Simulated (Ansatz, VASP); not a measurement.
## One calculation of Ga, two programs

The input INCAR:

```
SYSTEM = Ga
PREC     = Accurate       ! precision mode
ENCUT    = 520            ! plane-wave cutoff, eV
EDIFF    = 1E-7           ! SCF threshold, eV
ISMEAR   = -1             ! smearing method
SIGMA    = 0.1            ! smearing width, eV
LREAL    = .False.        ! projectors in reciprocal space
LASPH    = .True.         ! aspherical terms in the spheres
NELM     = 80             ! most SCF steps
ALGO     = Normal         ! electronic algorithm
ISIF     = 2              ! what is computed and relaxed
LWAVE    = .False.        ! write WAVECAR
LCHARG   = .False.        ! write CHGCAR
GGA      = RE             ! functional
NBANDS   = 20             ! bands
```

KPOINTS

```
Automatic mesh
0
Gamma
  15 15 9
  0 0 0
```

The input POSCAR:

```
Ga
1.0
   -2.5509195989      2.3596092127      1.4108227637
    2.3596092127     -2.5509195989      1.4108227637
    3.0077229253      3.0077229253     -1.7612080863
Ga
2
Direct
    0.9892656099      0.0107343901      0.0000000000
    0.7607343901      0.2392656099      0.5000000000
```

Input for Ansatz:

```yaml
crystal:
  lattice:
    - [-2.5509195989, 2.3596092127, 1.4108227637]
    - [2.3596092127, -2.5509195989, 1.4108227637]
    - [3.0077229253, 3.0077229253, -1.7612080863]
  atoms:
    - { symbol: Ga, position: [0.9892656099, 0.0107343901, 0.0] }
    - { symbol: Ga, position: [0.7607343901, 0.2392656099, 0.5] }
hamiltonian:
  xc: revpbe
  pseudopotentials:
    kind: paw
    azcp:
      Ga: "pseudopotentials/Ga.paw.azcp"
basis:
  ecutwfc: 420
  fft_grid_basis: typed
kpoints:
  mp_grid: { grid: [15, 15, 9], shift: [0, 0, 0] }
magnetization:
  spin_polarized: false
scf:
  occupations: { method: fermi_dirac, width: 0.1 }
  lower_state_search: "off"
output:
  stress: true
  write_density: true
  write_potential: true
  elf: true
  volumetric_format: npy
```

Alike in both runs: task single point; functional revPBE; k mesh 15 × 15 × 9; occupations fermi-dirac, width 0.1 eV; no spin polarisation.

```csv
,VASP,Ansatz
version,VASP 6.6.1,Ansatz 0.2.0
potentials or method,"VASP PAW PBE potentials, release 64 (Ga_d), cutoff 520 eV","plane waves (420 eV) with PAW, scalar-relativistic"
valence electrons in the cell,26,26
```

Ansatz gave:

* pressure (GPa): 0.2
* traceless stress, the component that is largest in VASP (GPa): -0.30

Problem. Estimate VASP's values.

Solution. Pressure (GPa): 0.3; traceless stress, the component that is largest in VASP (GPa): -0.29.

VASP's potentials were made for PBE, not for revPBE. The functional is the same, so the differences come from potentials, cutoffs and numerics.
